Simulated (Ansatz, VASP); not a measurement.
## One calculation of FeO, two programs

```
Fe O
1.0
     3.06986    0.00000    0.00000
     1.56698    2.63981    0.00000
     1.56698    0.89210    2.48451
Fe O
1 1
Direct
  0.00000 0.00000 0.00000
  0.50000 0.50000 0.50000
```

Alike in both runs: task single point; functional PBE; k mesh 11 × 11 × 11; occupations gaussian, width 0.05 eV; collinear spin.

|  | VASP | Ansatz |
| --- | --- | --- |
| version | VASP 6.6.1 | Ansatz 0.2.0 |
| potentials or method | VASP PAW PBE potentials, release 64 (Fe, O), cutoff 520 eV | all-electron LAPW, scalar-relativistic |

VASP gave:

```
gap on the k mesh at the Fermi level (eV)                     : none
pressure (GPa)                                                : -1.1
traceless stress, the component that is largest in VASP (GPa) : -0.34
net moment per atom (μB)                                      : 2.00
size of the moment on the site where the two differ most (μB) : 0.30
```

Task: Estimate Ansatz's values.

Result: gap on the k mesh at the Fermi level (eV): none; pressure (GPa): -1.3; traceless stress, the component that is largest in VASP (GPa): -0.32; net moment per atom (μB): 2.00; size of the moment on the site where the two differ most (μB): 0.32.

Site moments also hang on the region over which each program counts them. A gap of «none» marks a metal or a gap that the smearing closes. Ansatz ran all-electron here, and VASP with PAW potentials.
